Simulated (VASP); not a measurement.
Crystal: HgTe.

```
Hg Te
1.0
     0.00000    3.21450    3.21450
     3.21450    0.00000    3.21450
     3.21450    3.21450    0.00000
Hg Te
1 1
Direct
  0.00000 0.00000 0.00000
  0.75000 0.75000 0.75000
```

* Program: VASP 6.6.1
* Task: relaxation of cell and atoms
* Functional: r2SCAN
* Potentials or basis: VASP PAW PBE potentials, release 64 (Hg, Te)
* Cutoff: 600 eV
* k mesh: 10 × 10 × 10
* Occupations: fermi-dirac, width 0.1 eV
* Spin: no spin polarisation

At the start: pressure 3.3 GPa; volume 33.22 Å³/atom.

Task: Where does the relaxation end?

Result: Over 6 steps the energy falls by 22.2 meV/atom and the volume is 35.56 Å³/atom (+7.1 %); space group F-43m (No. 216, to 0.1 Å) before and after.

Step by step:
```csv
step,energy change (eV),largest force (eV/Å),pressure (GPa),volume (Å³)
1,0.0000,0.0000,3.26,66.43
2,-0.0376,0.0000,-1.05,73.14
3,-0.0444,0.0000,0.01,71.10
4,-0.0444,0.0000,-0.04,71.20
5,-0.0444,0.0000,0.01,71.10
6,-0.0444,0.0000,0.00,71.12
```

Final structure:
```xyz
2
Lattice="0.0000 3.2884 3.2884 3.2884 0.0000 3.2884 3.2884 3.2884 0.0000" Properties=species:S:1:pos:R:3 pbc="T T T"
Hg    3.2884    0.0000    3.2884
Te    4.9326    4.9326    4.9326
```

Caveat: the PAW data sets were made with another functional, which shifts forces and pressure a little.
